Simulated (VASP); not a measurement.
# BaTiO3 in VASP: notebook, part 2 of 4

VASP 6.6.1. The steps go on from the part before.

**3. Single point, r2SCAN+U**

This run uses another cell than the first one, of 13.03 Å³/atom, 1.008 times its volume.

POSCAR reads:

```
BaTiO3
1.0
    4.0014242642      0.0000000000      0.0000000000
    0.0000000000      4.0014242642      0.0000000000
    0.0000000000      0.0000000000      4.0704448461
Ba Ti O
1 1 3
Direct
    0.5000000000      0.5000000000      0.5807303543
    0.0000000000      0.0000000000      0.0939139954
    0.0000000000      0.5000000000      0.0656773462
    0.5000000000      0.0000000000      0.0656773462
    0.0000000000      0.0000000000      0.5539979478
```

INCAR.step1 reads:

```
  PREC = Accurate
  ENCUT = 520
  ISMEAR = 0
  SIGMA = 0.02
  LREAL = F
  LASPH = T
  NELM = 150
  LMAXMIX = 4
  LDAU = T
  LDAUTYPE = 2
  LDAUL = -1 2 -1
  LDAUU = 0 4 0
  LDAUJ = 0 0 0
  NBANDS = 28
  GGA = PE
  ALGO = Normal
  EDIFF = 1E-4
  LWAVE = T
  LCHARG = F
```

INCAR.step2 reads:

```
  PREC = Accurate
  ENCUT = 520
  EDIFF = 1E-7
  ISMEAR = 0
  SIGMA = 0.02
  LREAL = F
  LASPH = T
  NELM = 150
  ALGO = Normal
  ISIF = 2
  LWAVE = F
  LCHARG = F
  LMAXMIX = 4
  LDAU = T
  LDAUTYPE = 2
  LDAUL = -1 2 -1
  LDAUU = 0 4 0
  LDAUJ = 0 0 0
  LDAUPRINT = 1
  METAGGA = R2SCAN
  LMIXTAU = T
  NBANDS = 28
  ISTART = 1
```

KPOINTS reads:

```
regular mesh
0
Gamma
  6 6 6
```

Potentials or basis: VASP PAW PBE potentials, release 64 (Ba_sv, Ti_sv, O).

The run is started by

```sh
cat potpaw_PBE.64/Ba_sv/POTCAR potpaw_PBE.64/Ti_sv/POTCAR potpaw_PBE.64/O/POTCAR > POTCAR
cp INCAR.step1 INCAR
mpirun -np 1 vasp_std > vasp.out
cp INCAR.step2 INCAR
mpirun -np 1 vasp_std > vasp.out
```

OUTCAR:

```text
PREC = Accurate
   ENCUT = 520
   EDIFF = 1E-7
   ISMEAR = 0
   LREAL = F
   LASPH = T
   NELM = 150
   ISIF = 2
   METAGGA = R2SCAN
   ISTART = 1

 ion  position               nearest neighbor table
   1  0.500  0.500  0.581-   3 2.81   4 2.81   4 2.81   3 2.81   5 2.83   5 2.83   5 2.83   5 2.83
                             3 2.90   4 2.90   3 2.90   4 2.90   2 3.45   2 3.45   2 3.45   2 3.45
   2  0.000  0.000  0.094-   5 1.87   4 2.00   3 2.00   3 2.00   4 2.00   5 2.20   1 3.45   1 3.45
                             1 3.45   1 3.45   1 3.52   1 3.52   1 3.52   1 3.52
   3  0.000  0.500  0.066-   2 2.00   2 2.00   1 2.81   1 2.81   1 2.90   1 2.90
   4  0.500  0.000  0.066-   2 2.00   2 2.00   1 2.81   1 2.81   1 2.90   1 2.90
   5  0.000  0.000  0.554-   2 1.87   2 2.20   1 2.83   1 2.83   1 2.83   1 2.83

  LATTYP: Found a simple tetragonal cell.
 ALAT       =     4.0014242642
 C/A-ratio  =     1.0172490037

  Lattice vectors:

 A1 = (   4.0014242642,   0.0000000000,   0.0000000000)
 A2 = (   0.0000000000,   4.0014242642,   0.0000000000)
 A3 = (   0.0000000000,   0.0000000000,   4.0704448461)

Analysis of symmetry for initial positions (statically):
=====================================================================
 Subroutine PRICEL returns:
 Original cell was already a primitive cell.

 Routine SETGRP: Setting up the symmetry group for a
 simple tetragonal supercell.

 Subroutine GETGRP returns: Found  8 space group operations
 (whereof  8 operations were pure point group operations)
 out of a pool of 16 trial point group operations.

The static configuration has the point symmetry C_4v.

Analysis of symmetry for dynamics (positions and initial velocities):
=====================================================================
 Subroutine PRICEL returns:
 Original cell was already a primitive cell.

 Routine SETGRP: Setting up the symmetry group for a
 simple tetragonal supercell.

 Subroutine GETGRP returns: Found  8 space group operations
 (whereof  8 operations were pure point group operations)
 out of a pool of 16 trial point group operations.

The dynamic configuration has the point symmetry C_4v.

 Subroutine INISYM returns: Found  8 space group operations
 (whereof  8 operations are pure point group operations),
 and found     1 'primitive' translations

----------------------------------------------------------------------------------------

                                     Primitive cell

  volume of cell :      65.1735

  direct lattice vectors                    reciprocal lattice vectors
     4.001424264  0.000000000  0.000000000     0.249911015  0.000000000  0.000000000
     0.000000000  4.001424264  0.000000000     0.000000000  0.249911015  0.000000000
     0.000000000  0.000000000  4.070444846     0.000000000  0.000000000  0.245673394

  length of vectors
     4.001424264  4.001424264  4.070444846     0.249911015  0.249911015  0.245673394

  position of ions in fractional coordinates (direct lattice)
     0.500000000  0.500000000  0.580730354
[... 100 lines left out ...]
   EFERMI_NEDOS =   21; number of points for ismear=-14 and -15
   IALGO  =     38    algorithm
   IMIX   =      4    mixing-type and parameters
     AMIX     =   0.40;   BMIX     =  1.00
     AMIX_MAG =   1.60;   BMIX_MAG =  1.00
  volume/ion in A,a.u.               =      13.03        87.96
  Fermi-wavevector in a.u.,A,eV,Ry     =   1.391248  2.629077 26.335032  1.935570
  Thomas-Fermi vector in A             =   2.515105
   LORBIT       =      0    0 simple, 1 ext, 2 COOP (PROOUT), +10 PAW based schemes
 LDA+U is selected, type is set to LDAUTYPE =  2
   angular momentum for each species LDAUL =    -1    2   -1
   U (eV)           for each species LDAUU =   0.0  4.0  0.0
   J (eV)           for each species LDAUJ =   0.0  0.0  0.0
   METAGGA = R2SCAN    functional components
   LHFCALC =     F    Hartree Fock is set to
   AEXX    =    0.0000 exact exchange contribution
   IVDW    =     0    specifies the selected vdW correction
   LEPSILON=     F    determine dielectric tensor
   LRPA    =     F    only Hartree local field effects (RPA)
 non-spin polarized calculation
 Gauss-broadening in eV      SIGMA  =   0.02
  energy-cutoff  :      520.00
  volume of cell :       65.17
 maximum number of plane-waves:      1795
 NGX is ok and might be reduce to    30
   NGX = 15   NGY = 15   NGZ = 15

atom =   2  type =  2  l = 2

 onsite density matrix

spin component  1

  0.0933  0.0000  0.0000 -0.0000 -0.0000
  0.0000  0.1013 -0.0000  0.0000 -0.0000
  0.0000 -0.0000  0.2408  0.0000 -0.0000
 -0.0000  0.0000  0.0000  0.1013 -0.0000
 -0.0000 -0.0000 -0.0000 -0.0000  0.2310

spin component  2

  0.0933  0.0000  0.0000 -0.0000 -0.0000
  0.0000  0.1013 -0.0000  0.0000 -0.0000
  0.0000 -0.0000  0.2408  0.0000 -0.0000
 -0.0000  0.0000  0.0000  0.1013 -0.0000
 -0.0000 -0.0000 -0.0000 -0.0000  0.2310

 occupancies and eigenvectors

  o =  0.0933  v =  1.0000  0.0000  0.0000  0.0000  0.0000  0.0000  0.0000  0.0000  0.0000  0.0000      0.0000  0.0000  0.0000  0.0000  0.0000  0.0000  0.0000  0.0000  0.0000  0.0000
  o =  0.0933  v =  0.0000  0.0000  0.0000  0.0000  0.0000  1.0000  0.0000  0.0000  0.0000  0.0000      0.0000  0.0000  0.0000  0.0000  0.0000  0.0000  0.0000  0.0000  0.0000  0.0000
  o =  0.1013  v =  0.0000 -0.0000  0.0000  1.0000  0.0000  0.0000  0.0000  0.0000  0.0000  0.0000      0.0000  0.0000  0.0000  0.0000  0.0000  0.0000  0.0000  0.0000  0.0000  0.0000
  o =  0.1013  v =  0.0000  0.0000  0.0000  0.0000  0.0000  0.0000 -0.0000  0.0000  1.0000  0.0000      0.0000  0.0000  0.0000  0.0000  0.0000  0.0000  0.0000  0.0000  0.0000  0.0000
  o =  0.1013  v =  0.0000 -1.0000  0.0000 -0.0000 -0.0000  0.0000  0.0000  0.0000  0.0000  0.0000      0.0000  0.0000  0.0000  0.0000  0.0000  0.0000  0.0000  0.0000  0.0000  0.0000
  o =  0.1013  v =  0.0000  0.0000  0.0000  0.0000  0.0000  0.0000 -1.0000  0.0000 -0.0000 -0.0000      0.0000  0.0000  0.0000  0.0000  0.0000  0.0000  0.0000  0.0000  0.0000  0.0000
  o =  0.2310  v =  0.0000  0.0000  0.0000  0.0000  0.0000  0.0000  0.0000 -0.0000  0.0000 -1.0000      0.0000  0.0000  0.0000  0.0000  0.0000  0.0000  0.0000  0.0000  0.0000  0.0000
  o =  0.2310  v =  0.0000  0.0000 -0.0000  0.0000 -1.0000  0.0000  0.0000  0.0000  0.0000  0.0000      0.0000  0.0000  0.0000  0.0000  0.0000  0.0000  0.0000  0.0000  0.0000  0.0000
  o =  0.2408  v =  0.0000  0.0000  0.0000  0.0000  0.0000  0.0000  0.0000  1.0000  0.0000 -0.0000      0.0000  0.0000  0.0000  0.0000  0.0000  0.0000  0.0000  0.0000  0.0000  0.0000
  o =  0.2408  v =  0.0000  0.0000  1.0000  0.0000 -0.0000  0.0000  0.0000  0.0000  0.0000  0.0000      0.0000  0.0000  0.0000  0.0000  0.0000  0.0000  0.0000  0.0000  0.0000  0.0000

 number of electron      39.9999978 magnetization

 Free energy of the ion-electron system (eV)
  ---------------------------------------------------
  ext. energy  EPLUGINS =         0.00000000
  ---------------------------------------------------
  free energy    TOTEN  =       -71.64172586 eV

  energy without entropy =      -71.64172586  energy(sigma->0) =      -71.64172586

 E-fermi :   3.7073     XC(G=0): -11.8236

 val. band max:        3.6171663775   @ k =   0.5000   0.5000   0.5000
 cond. band min:       6.3114009014   @ k =   0.0000   0.0000   0.0000
 fundamental gap:      2.6942345239
 Fermi energy:         3.7072591292

 k-point     1 :       0.0000    0.0000    0.0000
  band No.  band energies     occupation
      1     -56.3279      2.00000
      2     -31.4782      2.00000
      3     -31.4275      2.00000
      4     -31.4275      2.00000
      5     -21.9989      2.00000
      6     -14.3398      2.00000
[... 733 lines left out ...]
     27      12.2493      0.00000
     28      13.5827      0.00000

 [... further k-points ...]
[... 5 lines left out ...]
  --------------------------------------------------------------------------------------
  -------------------------------------------------------------------------------------
  Total        1.0635001      1.0635001      1.2611985      0.0000000      0.0000000      0.0000000
  in kB       26.1443005     26.1443005     31.0043721      0.0000000      0.0000000      0.0000000
  external PRESSURE =      27.7643244 kB  Pullay stress =       0.0000000 kB

 VOLUME and BASIS-vectors are now :
 -----------------------------------------------------------------------------
  energy-cutoff  :      520.00
  volume of cell :       65.17
      direct lattice vectors                 reciprocal lattice vectors
     4.001424264  0.000000000  0.000000000     0.249911015  0.000000000  0.000000000
     0.000000000  4.001424264  0.000000000     0.000000000  0.249911015  0.000000000
     0.000000000  0.000000000  4.070444846     0.000000000  0.000000000  0.245673394

 POSITION                                       TOTAL-FORCE (eV/Angst)
 -----------------------------------------------------------------------------------
      2.00071      2.00071      2.36383         0.000000      0.000000     -0.021196
      0.00000      0.00000      0.38227         0.000000     -0.000000     -0.559088
      0.00000      2.00071      0.26734         0.000000     -0.000000      0.011923
      2.00071      0.00000      0.26734         0.000000      0.000000      0.011923
      0.00000      0.00000      2.25502         0.000000      0.000000      0.556438
 -----------------------------------------------------------------------------------
    total drift:                                0.000000      0.000000     -0.012400

  FREE ENERGIE OF THE ION-ELECTRON SYSTEM (eV)
  ---------------------------------------------------
  free  energy   TOTEN  =       -71.6417258584 eV

  energy  without entropy=      -71.6417258584  energy(sigma->0) =      -71.64172586
```

It took 3.8 min on 1 thread of Intel Xeon Platinum 8488C (Sapphire Rapids), shared host; peak memory 0.21 GiB.

What came out:

- Free energy: -71.6417 eV
- Pressure: 2.8 GPa
- Largest force: 0.559 eV/Å
- Band gap on the k mesh: 2.69 eV, indirect (least direct gap 3.09 eV)

Forces in eV/Å, atoms in the order of the input:
```
Ba   0.000  0.000 -0.021
Ti   0.000  0.000 -0.559
O    0.000  0.000  0.012
O    0.000  0.000  0.012
O    0.000  0.000  0.556
```

Levels at points of the mesh, in eV from the valence-band top:
| k point | band 16 | band 17 | band 18 | band 19 | band 20 | band 21 | band 22 | band 23 | band 24 | band 25 |
| --- | --- | --- | --- | --- | --- | --- | --- | --- | --- | --- |
| (0.00, 0.00, 0.00) | -1.33 | -1.22 | -0.48 | -0.39 | -0.39 | 2.69 | 2.88 | 2.88 | 4.29 | 4.34 |
| (0.50, 0.00, 0.00) | -1.97 | -1.79 | -1.67 | -1.13 | -1.03 | 3.04 | 4.30 | 4.33 | 4.35 | 6.11 |
| (0.50, 0.50, 0.00) | -2.71 | -2.04 | -1.03 | -1.03 | -0.08 | 4.37 | 4.37 | 4.82 | 4.84 | 8.01 |
| (0.00, 0.00, 0.50) | -1.97 | -1.88 | -1.88 | -0.82 | -0.82 | 2.86 | 4.29 | 4.30 | 4.30 | 6.23 |
| (0.50, 0.00, 0.50) | -2.58 | -1.98 | -1.02 | -0.99 | -0.25 | 4.32 | 4.36 | 4.73 | 5.11 | 7.84 |
| (0.50, 0.50, 0.50) | -2.42 | -2.42 | -0.17 | -0.17 | 0.00 | 4.95 | 4.95 | 5.02 | 6.97 | 7.19 |

Eigenvalues of the final occupation matrices:
```
    site  spin  trace               eigenvalues
site 2 d     1   0.77  0.09 0.10 0.10 0.23 0.24
site 2 d     2   0.77  0.09 0.10 0.10 0.23 0.24
```

Caveat: the PAW data sets were made with another functional, which shifts forces and pressure a little; spin-orbit coupling is left out, which moves the levels of the heavy elements. A k mesh can miss the band edges.

(Continued in part 3 of 4.)
